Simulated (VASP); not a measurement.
Runs of VASP 6.6.1 on CaO (zincblende type). The structure is that of space group F-43m (No. 216), or close to it. The cells are those of the table. 

| task | level | potentials or basis | cell | cutoff (eV) | gap on the mesh (eV) | pressure (GPa) |
| --- | --- | --- | --- | --- | --- | --- |
| single point | PBE | VASP PAW PBE potentials, release 64 (Ca_sv, O) | a = 3.633 Å, angles 60.0°, 2 atoms | 520 | 3.50 | 5.9 |
| relaxation of cell and atoms | PBE | VASP PAW PBE potentials, release 64 (Ca_sv, O) | relaxed from a = 3.579 Å, angles 60.0°, 2 atoms | 600 | 3.26 | 0.0 |
| electric field gradients | PBE | VASP PAW PBE potentials, release 64 (Ca_sv, O) | a = 3.732 Å, angles 60.0°, 2 atoms | 520 | 3.21 | -1.0 |
| single point | PBE | VASP PAW PBE potentials, release 64 (Ca_sv, O) | a = 3.708 Å, angles 60.0°, 2 atoms | 520 | 3.28 | 0.5 |
| electric field gradients | PBE | VASP PAW PBE potentials, release 64 (Ca_sv, O) | a = 3.633 Å, angles 60.0°, 2 atoms | 520 | 3.50 | (b) |
| electric field gradients | LDA | VASP PAW LDA potentials, release 64 (Ca_sv, O) | a = 3.708 Å, angles 60.0°, 2 atoms | 520 | 3.10 | (a) |
| electric field gradients | PBE | VASP PAW PBE potentials, release 64 (Ca_sv, O) | a = 3.708 Å, angles 60.0°, 2 atoms | 520 | 3.28 | 0.4 |
| electric field gradients | PBE | VASP PAW PBE potentials, release 64 (Ca_sv, O) | a = 3.683 Å, angles 60.0°, 2 atoms | 520 | 3.35 | 2.1 |

Alike in all rows: no spin polarisation; k mesh 11 × 11 × 11; smearing fermi-dirac 0.05 eV.

**Question.** Fill in the values left out.

**Answer.** (a) -5.2; (b) 5.8.

A k mesh can miss the band edges.
